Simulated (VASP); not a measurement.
# Tl: single point with PBE

The system is Tl.

```xyz
2
Lattice="3.6124 0.0000 0.0000 -1.8062 3.1285 0.0000 0.0000 0.0000 5.5653" Properties=species:S:1:pos:R:3 pbc="T T T"
Tl    0.0000    2.0856    4.1740
Tl    1.8062    1.0428    1.3913
```

```
Program                : VASP 6.6.1
Task                   : single point
Functional             : PBE
Potentials or basis    : VASP PAW PBE potentials, release 64 (Tl_d)
Cutoff                 : 520 eV
k mesh                 : 12 × 12 × 6
Occupations            : gaussian, width 0.1 eV
Spin                   : no spin polarisation
Dipole correction      : no
Further INCAR settings : ALGO = Normal; EDIFF = 1e-06; NBANDS = 20
```

- Pressure: 0.0 GPa
- Band gap on the k mesh: zero (bands 13 and 14 overlap by 5.52 eV)

Stress tensor (GPa, compression positive):
```
-0.13  0.00  0.00
 0.00 -0.13  0.00
 0.00  0.00  0.33
```

Levels at points of the mesh, in eV from the Fermi level:
```csv
k point,band 10,band 11,band 12,band 13,band 14,band 15,band 16,band 17
"(0.00, 0.00, 0.00)",-11.08,-9.42,-4.81,-2.33,6.96,6.96,8.95,8.95
"(0.50, 0.00, 0.00)",-11.03,-5.83,-4.67,-0.60,0.79,1.38,3.43,3.68
"(0.00, 0.00, 0.50)",-11.17,-8.06,-8.06,3.54,3.54,7.93,7.93,7.93
"(0.50, 0.00, 0.50)",-11.07,-4.84,-4.84,-1.96,-1.96,5.04,5.04,5.89
```

It took 29 s on 1 thread of Intel(R) Xeon(R) 6975P-C (Granite Rapids), on a shared host, peak memory 0.22 GiB.

Caveat: spin-orbit coupling is left out, which moves the levels of the heavy elements.
